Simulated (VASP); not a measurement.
# Cl in VASP: notebook

Cl is run at these levels: LDA; tasks: single point, relaxation of the atoms.

Program: VASP 6.6.1. These are calculated values, not measurements. Logs are shortened: lines on timing, memory, paths and dates and some standing lists are left out, and cuts for length are marked.

## 1. The cell of the first run

The cell holds an amorphous packing of atoms, 20 atoms: a = 9.379 Å, b = 9.379 Å, c = 9.379 Å, α = 90.00°, β = 90.00°, γ = 90.00°.

## 2. Single point, LDA

File INCAR:

```
ALGO = Normal
EDIFF = 1E-6
ENCUT = 520
GGA = CA
ISIF = 2
ISMEAR = -1
LASPH = True
LCHARG = False
LREAL = Auto
LWAVE = False
NBANDS = 86
NELM = 60
PREC = Accurate
SIGMA = 0.05
```

File KPOINTS:

```
k-points
0
Gamma
  1 1 1
```

File POSCAR:

```
Cl
1.0
    9.3788870000      0.0000000000      0.0000000000
    0.0000000000      9.3788870000      0.0000000000
    0.0000000000      0.0000000000      9.3788870000
Cl
20
Direct
    0.7766913068      0.3939060146      0.3439107434
    0.6383806522      0.5585950657      0.3043964598
    0.4256475209      0.9551559796      0.5702702250
    0.3153252619      0.7783013059      0.6055835836
    0.6689386491      1.1176699325      1.2093332610
    0.6979719449      0.9344285735      1.0853206782
   -0.0171342293      1.0743065782      0.1648489847
   -0.0262504495      0.8317298204      0.3503080909
   -0.0025376145      0.6720626872      0.4820721265
    0.0628112909      0.4563441270      0.6472729653
    0.2639438987      0.4825092786      0.2319784853
    0.2444213263      0.3043431486      0.3487194163
   -0.0219109154      0.7490654275      0.8903828354
   -0.1634522305      0.8504207376      0.7548230403
    0.5500332822      0.1985416820      0.4905166253
    0.7503875460      0.1601789210      0.5605889057
    0.9744972938      0.3417889564      0.8172291659
    1.0427996414      0.1753086480      0.9967494011
    0.4845670920      0.5778297574      0.0435339502
    0.3522912687      0.6743124211     -0.1131904031
```

Potentials or basis: VASP PAW LDA potentials, release 64 (Cl).

Run with:

```sh
cat potpaw_LDA.64/Cl/POTCAR > POTCAR
mpirun -np 1 vasp_gam > vasp.out
```

OUTCAR:

```text
EDIFF = 1E-6
   ENCUT = 520
   GGA = CA
   ISIF = 2
   ISMEAR = -1
   LASPH = True
   LREAL = Auto
   NELM = 60
   PREC = Accurate

 ion  position               nearest neighbor table
   1  0.777  0.394  0.344-   2 2.05
   2  0.638  0.559  0.304-   1 2.05
   3  0.426  0.955  0.570-   4 1.98
   4  0.315  0.778  0.606-   3 1.98
   5  0.669  0.118  0.209-   6 2.09
   6  0.698  0.934  0.085-   5 2.09
   7  0.983  0.074  0.165-  18 1.92
   8  0.974  0.832  0.350-   9 1.95
   9  0.997  0.672  0.482-   8 1.95  10 2.62
  10  0.063  0.456  0.647-  17 2.09   9 2.62
  11  0.264  0.483  0.232-  12 2.01
  12  0.244  0.304  0.349-  11 2.01
  13  0.978  0.749  0.890-  14 2.07
  14  0.837  0.850  0.755-  13 2.07
  15  0.550  0.199  0.491-  16 2.02
  16  0.750  0.160  0.561-  15 2.02
  17  0.974  0.342  0.817-  10 2.09  18 2.38
  18  0.043  0.175  0.997-   7 1.92  17 2.38
  19  0.485  0.578  0.044-  20 2.13
  20  0.352  0.674  0.887-  19 2.13

  LATTYP: Found a simple cubic cell.
 ALAT       =     9.3788870000

  Lattice vectors:

 A1 = (   9.3788870000,   0.0000000000,   0.0000000000)
 A2 = (   0.0000000000,   9.3788870000,   0.0000000000)
 A3 = (   0.0000000000,   0.0000000000,   9.3788870000)

Analysis of symmetry for initial positions (statically):
=====================================================================
 Subroutine PRICEL returns:
 Original cell was already a primitive cell.

 Routine SETGRP: Setting up the symmetry group for a
 simple cubic supercell.

 Subroutine GETGRP returns: Found  1 space group operations
 (whereof  1 operations were pure point group operations)
 out of a pool of 48 trial point group operations.

The static configuration has the point symmetry C_1 .

Analysis of symmetry for dynamics (positions and initial velocities):
=====================================================================
 Subroutine PRICEL returns:
 Original cell was already a primitive cell.

 Routine SETGRP: Setting up the symmetry group for a
 simple cubic supercell.

 Subroutine GETGRP returns: Found  1 space group operations
 (whereof  1 operations were pure point group operations)
 out of a pool of 48 trial point group operations.

The dynamic configuration has the point symmetry C_1 .

[... 110 lines left out ...]
   EDIFF  = 0.1E-05   stopping-criterion for ELM
   LREAL  =      T    real-space projection
   EDIFFG = 0.1E-04   stopping-criterion for IOM
   NSW    =      0    number of steps for IOM
   IBRION =     -1    ionic relax: 0-MD 1-quasi-New 2-CG
   NFREE  =      0    steps in history (QN), initial steepest desc. (CG)
   ISIF   =      2    stress and relaxation
   ISYM   =      2    0-nonsym 1-usesym 2-fastsym
   POTIM  = 0.5000    time-step for ionic-motion
   TEBEG  =    0.0;   TEEND  =   0.0 temperature during run
   PSTRESS=    0.0 pullay stress
   NELECT =     140.0000    total number of electrons
   NUPDOWN=      -1.0000    fix difference up-down
   EMIN   =  10.00;   EMAX   =-10.00  energy-range for DOS
   EFERMI =   0.00;   METHOD = LEGACY
   ISMEAR =    -1;   SIGMA  =   0.05  broadening in eV -4-tet -1-fermi 0-gaus
   EFERMI_NEDOS =   21; number of points for ismear=-14 and -15
   IALGO  =     38    algorithm
   IMIX   =      4    mixing-type and parameters
     AMIX     =   0.40;   BMIX     =  1.00
     AMIX_MAG =   1.60;   BMIX_MAG =  1.00
  volume/ion in A,a.u.               =      41.25       278.37
  Fermi-wavevector in a.u.,A,eV,Ry     =   0.906358  1.712767 11.176968  0.821484
  Thomas-Fermi vector in A             =   2.030036
   LORBIT       =      0    0 simple, 1 ext, 2 COOP (PROOUT), +10 PAW based schemes
   GGA     = CA    functional components
   LHFCALC =     F    Hartree Fock is set to
   AEXX    =    0.0000 exact exchange contribution
   IVDW    =     0    specifies the selected vdW correction
   LEPSILON=     F    determine dielectric tensor
   LRPA    =     F    only Hartree local field effects (RPA)
 non-spin polarized calculation
  energy-cutoff  :      520.00
  volume of cell :      825.00
 maximum number of plane-waves:     11072
 NGX is ok and might be reduce to    70
   NGX = 35   NGY = 35   NGZ = 35

 number of electron     140.0000001 magnetization

 Free energy of the ion-electron system (eV)
  ---------------------------------------------------
  ext. energy  EPLUGINS =         0.00000000
  ---------------------------------------------------
  free energy    TOTEN  =       -41.77236910 eV

  energy without entropy =      -41.77236872  energy(sigma->0) =      -41.77236891

 E-fermi :  -1.4891     XC(G=0):  -6.4570

 val. band max:       -2.2971123807   @ k =   0.0000   0.0000   0.0000
 cond. band min:      -0.6618306697   @ k =   0.0000   0.0000   0.0000
 fundamental gap:      1.6352817111
 Fermi energy:        -1.4890590168

 k-point     1 :       0.0000    0.0000    0.0000
  band No.  band energies     occupation
      1     -20.0658      2.00000
      2     -19.5814      2.00000
      3     -19.2249      2.00000
      4     -19.1530      2.00000
      5     -19.1099      2.00000
      6     -19.0068      2.00000
[... 74 lines left out ...]
     81       2.9625      0.00000
     82       4.4104      0.00000
 [bands above 82 left out]

------------------------ aborting loop because EDIFF is reached ----------------------------------------

  FORCE on cell =-STRESS in cart. coord.  units (eV):
  Direction    XX          YY          ZZ          XY          YZ          ZX
  --------------------------------------------------------------------------------------
  -------------------------------------------------------------------------------------
  Total       -3.9058557     -2.8191515     -0.2736294      4.5901558     -2.7176461     -4.2830313
  in kB       -7.5853019     -5.4748861     -0.5313974      8.9142355     -5.2777592     -8.3177894
  external PRESSURE =      -4.5305284 kB  Pullay stress =       0.0000000 kB

 VOLUME and BASIS-vectors are now :
 -----------------------------------------------------------------------------
  energy-cutoff  :      520.00
  volume of cell :      825.00
      direct lattice vectors                 reciprocal lattice vectors
     9.378887000  0.000000000  0.000000000     0.106622460  0.000000000  0.000000000
     0.000000000  9.378887000  0.000000000     0.000000000  0.106622460  0.000000000
     0.000000000  0.000000000  9.378887000     0.000000000  0.000000000  0.106622460

 POSITION                                       TOTAL-FORCE (eV/Angst)
 -----------------------------------------------------------------------------------
      7.28450      3.69440      3.22550        -0.595157      0.985615     -0.268495
      5.98730      5.23900      2.85490         0.646226     -0.815808     -0.075971
      3.99210      8.95830      5.34850         0.098487      0.344618     -0.139951
      2.95740      7.29960      5.67970        -0.436003     -0.418103      0.030017
      6.27390      1.10361      1.96331        -0.104930     -1.302223     -0.993602
      6.54620      8.76390      0.80021        -0.478553      1.067667      0.660316
[... 12 lines left out ...]
      4.54470      5.41940      0.40830        -0.515719      0.943630     -0.801120
      3.30410      6.32430      8.31729         0.903494     -0.531287      0.647353
 -----------------------------------------------------------------------------------
    total drift:                               -0.000957     -0.001592      0.001386

  FREE ENERGIE OF THE ION-ELECTRON SYSTEM (eV)
  ---------------------------------------------------
  free  energy   TOTEN  =       -41.7723691015 eV

  energy  without entropy=      -41.7723687204  energy(sigma->0) =      -41.77236891
```

OSZICAR:

```text
N       E                     dE             d eps       ncg     rms          rms(c)
DAV:   1     0.147068438750E+04    0.14707E+04   -0.63986E+04   172   0.141E+03
DAV:   2     0.149715510301E+03   -0.13210E+04   -0.12855E+04   258   0.272E+02
DAV:   3    -0.396758303941E+02   -0.18939E+03   -0.18774E+03   208   0.116E+02
DAV:   4    -0.445208358491E+02   -0.48450E+01   -0.48033E+01   200   0.223E+01
DAV:   5    -0.446424227829E+02   -0.12159E+00   -0.12150E+00   208   0.368E+00    0.374E+01
DAV:   6    -0.425599614997E+02    0.20825E+01   -0.12638E+00   192   0.404E+00    0.239E+01
DAV:   7    -0.418216194054E+02    0.73834E+00   -0.30539E+00   200   0.580E+00    0.206E+00
DAV:   8    -0.417762273210E+02    0.45392E-01   -0.38243E-01   184   0.224E+00    0.179E+00
DAV:   9    -0.417736336957E+02    0.25936E-02   -0.25284E-02   200   0.523E-01    0.876E-01
DAV:  10    -0.417720000232E+02    0.16337E-02   -0.82750E-03   192   0.274E-01    0.184E-01
DAV:  11    -0.417720779585E+02   -0.77935E-04   -0.83826E-04   208   0.117E-01    0.154E-01
DAV:  12    -0.417722156352E+02   -0.13768E-03   -0.65125E-04   218   0.114E-01    0.540E-02
DAV:  13    -0.417723100943E+02   -0.94459E-04   -0.23565E-04   192   0.539E-02    0.681E-02
DAV:  14    -0.417723239432E+02   -0.13849E-04   -0.29516E-05   194   0.173E-02    0.340E-02
DAV:  15    -0.417723566311E+02   -0.32688E-04   -0.44570E-05   180   0.235E-02    0.150E-02
DAV:  16    -0.417723660279E+02   -0.93968E-05   -0.14111E-05   208   0.117E-02    0.121E-02
DAV:  17    -0.417723683022E+02   -0.22742E-05   -0.35822E-06   148   0.661E-03    0.401E-03
DAV:  18    -0.417723691015E+02   -0.79931E-06   -0.39919E-07   104   0.229E-03
   1 F= -.41772369E+02 E0= -.41772369E+02  d E =-.381090E-06
```

stdout:

```text
POSCAR found type information on POSCAR Cl
 POSCAR found :  1 types and      20 ions
 scaLAPACK will be used
 LDA part: xc-table for (Slater(with rela. corr.)+CA(PZ))
 , standard interpolation
 POSCAR, INCAR and KPOINTS ok, starting setup
 FFT: planning ... GRIDC
 FFT: planning ... GRID_SOFT
 FFT: planning ... GRID
 WAVECAR not read
 entering main loop
```

It took 1.7 min on 1 thread of Intel Xeon Platinum 8175M at 2.50GHz (Skylake/Cascade Lake), shared host; peak memory 0.45 GiB.

What came out:

- Free energy: -41.7724 eV
- Pressure: -0.5 GPa
- Largest force: 1.922 eV/Å
- Band gap on the k mesh: 1.64 eV

Forces in eV/Å, atoms in the order of the input:
```
Cl  -0.595  0.986 -0.268
Cl   0.646 -0.816 -0.076
Cl   0.098  0.345 -0.140
Cl  -0.436 -0.418  0.030
Cl  -0.105 -1.302 -0.994
Cl  -0.479  1.068  0.660
Cl  -0.011 -0.854  1.722
Cl   0.128  1.063 -1.142
Cl  -0.099 -1.128  1.084
Cl  -0.258 -0.242  0.212
Cl  -0.061 -0.606  0.492
Cl  -0.075  0.236 -0.041
Cl  -0.812  0.648 -0.896
Cl   0.841 -0.515  0.878
Cl   0.502  0.105  0.473
Cl  -0.572 -0.131  0.025
Cl   0.412  0.506 -0.632
Cl   0.487  0.644 -1.235
Cl  -0.516  0.944 -0.801
Cl   0.903 -0.531  0.647
```

Caveat: the k points lie up to 0.67 Å⁻¹ apart.

## 3. Relaxation of the atoms, LDA

File INCAR:

```
SYSTEM = Cl
  PREC = Accurate
  ENCUT = 520
  EDIFF = 1E-6
  ISMEAR = -1
  SIGMA = 0.05
  LREAL = Auto
  LASPH = .TRUE.
  NELM = 60
  ALGO = Normal
  ISIF = 2
  LWAVE = .FALSE.
  LCHARG = .FALSE.
  IBRION = 2
  NSW = 35
  EDIFFG = -0.3
```

File KPOINTS:

```
regular mesh
0
G
  1 1 1
  0 0 0
```

File POSCAR:

```
Cl
1.0
    9.3788870000      0.0000000000      0.0000000000
    0.0000000000      9.3788870000      0.0000000000
    0.0000000000      0.0000000000      9.3788870000
Cl
20
Direct
    0.7815043000      0.3693298000      0.1446870000
    0.6743167000      0.5013220000      0.0133452000
    0.5369329000      0.8508281000      0.4611381000
    0.3870043000      0.7189588000      0.5404712000
    0.6730347000      0.8710276000      1.0179733000
    0.6796571000      0.9063214000      0.8061424000
    0.1503466000      0.9739659000      0.1750341000
    0.0363417000      0.7924003000      0.1891280000
    0.1234277000      0.4547539000      0.5233433000
   -0.0229004000      0.3051810000      0.4745801000
    0.2819415000      0.2959289000     -0.0140650000
    0.1420185000      0.3141097000      0.1479622000
    0.1447353000      0.9631582000      0.5609541000
    0.0020795000      0.8359609000      0.6590968000
    0.6084312000      0.2891914000      0.4724717000
    0.5454815000      0.1967247000      0.6559084000
    0.9753064000      0.3017525000      0.8574534000
    0.9350428000      0.0992877000      0.9170243000
    0.4505149000      0.6333191000      0.2344112000
    0.3099256000      0.6187499000      0.0725959000
```

Potentials or basis: VASP PAW LDA potentials, release 64 (Cl).

Run with:

```sh
cat potpaw_LDA.64/Cl/POTCAR > POTCAR
mpirun -np 1 vasp_gam > vasp.out
```

Wall time 7.3 min (1 thread of Intel Xeon Platinum 8175M at 2.50GHz (Skylake/Cascade Lake), shared host); peak memory 0.49 GiB.

Results (log left out):

- Free energy: -41.8670 eV
- Energy gained by relaxing: 26.2 meV/atom
- Ionic steps: 8
- Pressure after relaxing: -0.5 GPa
- Largest force after relaxing: 0.259 eV/Å
- Band gap on the k mesh: 1.96 eV

Forces on the atoms (eV/Å):
```
Cl  -0.048  0.061  0.040
Cl   0.024 -0.079  0.055
Cl  -0.006  0.011  0.183
Cl   0.076 -0.004  0.104
Cl   0.033 -0.021 -0.049
Cl  -0.144 -0.026 -0.043
Cl  -0.076  0.013  0.035
Cl   0.015 -0.041  0.054
Cl  -0.001 -0.014 -0.038
Cl   0.004  0.051 -0.157
Cl  -0.008 -0.067  0.015
Cl   0.010 -0.018  0.064
Cl  -0.073 -0.014 -0.017
Cl   0.054  0.027 -0.023
Cl   0.017  0.039 -0.100
Cl   0.080 -0.031 -0.027
Cl  -0.027 -0.206  0.084
Cl   0.036  0.235 -0.088
Cl  -0.203 -0.003 -0.148
Cl   0.238  0.086  0.054
```

Stress tensor (GPa, compression positive):
```
-0.59 -0.05  0.04
-0.05 -0.40  0.11
 0.04  0.11 -0.56
```

The path:
```tsv
step	energy change (eV)	largest force (eV/Å)	pressure (GPa)
1	0.0000	1.0238	-1.01
2	-0.1111	1.0385	0.59
3	-0.1755	0.5247	-0.04
4	-0.2193	0.4435	-0.08
5	-0.3258	0.3392	-0.19
6	-0.4353	0.8644	-0.41
7	-0.4645	0.7161	-0.44
8	-0.5250	0.2588	-0.52
```

Final structure:
```xyz
20
Lattice="9.3789 0.0000 0.0000 0.0000 9.3789 0.0000 0.0000 0.0000 9.3789" Properties=species:S:1:pos:R:3 pbc="T T T"
Cl    7.2459    3.4825    1.4541
Cl    6.4229    4.6287    0.0635
Cl    5.0212    8.0084    4.4723
Cl    3.7334    6.7383    5.2642
Cl    6.3200    8.1444    0.1284
Cl    6.2287    8.4205    7.5437
Cl    1.3887    9.1138    1.7008
Cl    0.2856    7.4748    1.8209
Cl    1.1572    4.2389    4.8862
Cl    9.1630    2.9080    4.3772
Cl    2.7072    2.6538    9.3483
Cl    1.4559    2.8768    1.4851
Cl    1.2621    9.1076    5.2429
Cl    0.0488    7.8462    6.1621
Cl    5.7081    2.7207    4.4072
Cl    5.1681    1.8293    6.0975
Cl    8.9564    2.8396    7.7983
Cl    8.8145    1.0343    8.6136
Cl    4.1760    5.9439    2.1579
Cl    3.0398    5.8985    0.5385
```

Levels at points of the mesh, in eV from the valence-band top:
```csv
k point,band 68,band 69,band 70,band 71,band 72,band 73
"(0.00, 0.00, 0.00)",-0.08,-0.04,0.00,1.96,2.27,2.51
```

Caveat: the k points lie up to 0.67 Å⁻¹ apart; the relaxation stopped at a loose force limit of 0.3 eV/Å, so its end isn't a converged minimum.
